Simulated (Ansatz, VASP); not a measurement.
**One calculation of Mn, two programs**

File INCAR:

```
SYSTEM = Mn
PREC = Accurate ; ENCUT = 520
EDIFF = 1E-7 ; ISMEAR = -1
SIGMA = 0.05 ; LREAL = .FALSE.
LASPH = .TRUE. ; NELM = 150
ALGO = Normal ; ISIF = 2
LWAVE = .FALSE. ; LCHARG = .TRUE.
LNONCOLLINEAR = .TRUE. ; MAGMOM = 0.92 -0.926 0.254 0.179 0.491 1.353
LORBIT = 11 ; LMAXMIX = 4
GGA = PE ; LVHAR = .TRUE.
NBANDS = 38
```

Contents of KPOINTS:

```
Automatic mesh
0
G
  9 9 5
  0 0 0
```

File POSCAR:

```
Mn
1.0
    2.4836457705      0.0000000000      0.0000000000
   -1.2418228853      2.1509003313      0.0000000000
    0.0000000000      0.0000000000      4.0261950000
Mn
2
Direct
    0.3333333333      0.6666666667      0.2500000000
    0.6666666667      0.3333333333      0.7500000000
```

input.yaml

```yaml
crystal:
  lattice:
    - [2.4836457705, 0.0, 0.0]
    - [-1.2418228853, 2.1509003313, 0.0]
    - [0.0, 0.0, 4.026195]
  atoms:
    - { symbol: Mn, position: [0.3333333333, 0.6666666667, 0.25], spin: 1.33, spin_axis: [0.92, -0.926, 0.254] }
    - { symbol: Mn, position: [0.6666666667, 0.3333333333, 0.75], spin: 1.45, spin_axis: [0.179, 0.491, 1.353] }
hamiltonian:
  xc: pbe
  pseudopotentials: { kind: paw }
magnetization:
  noncollinear: true
  spin_orbit: false
kpoints:
  mp_grid: { grid: [9, 9, 5] }
scf:
  occupations: { method: fermi_dirac, width: 0.05 }
output:
  forces: true
  stress: true
  eigenvalues: true
  write_density: true
  write_potential: true
  elf: true
  volumetric_format: npy
```

Alike in both runs: task single point; functional PBE; k mesh 9 × 9 × 5; occupations fermi-dirac, width 0.05 eV; non-collinear spin.

|  | VASP | Ansatz |
| --- | --- | --- |
| version | VASP 6.6.1 | Ansatz 0.2.0 |
| potentials or method | VASP PAW PBE potentials, release 64 (Mn_pv) | Ansatz PAW |
| plane-wave cutoff (eV) | 520 | 420 |
| valence electrons in the cell | 26 | 30 |

```tsv
	VASP	Ansatz	Ansatz less VASP
gap on the k mesh at the Fermi level (eV)	none	none	-
pressure (GPa)	-0.4	-0.7	-0.38
traceless stress, the component that is largest in VASP (GPa)	-0.73	-0.96	-0.222
net moment per atom (μB)	0.00	0.00	-0.001
size of the moment on the site where the two differ most (μB)	0.40	0.23	-0.162
```

Site moments also hang on the region over which each program counts them. A gap of «none» marks a metal or a gap that the smearing closes. The functional is the same, so the differences come from potentials, cutoffs and numerics. VASP's potentials hold 26 valence electrons a cell and Ansatz's 30, so a difference there can come from the potentials and not from the codes.
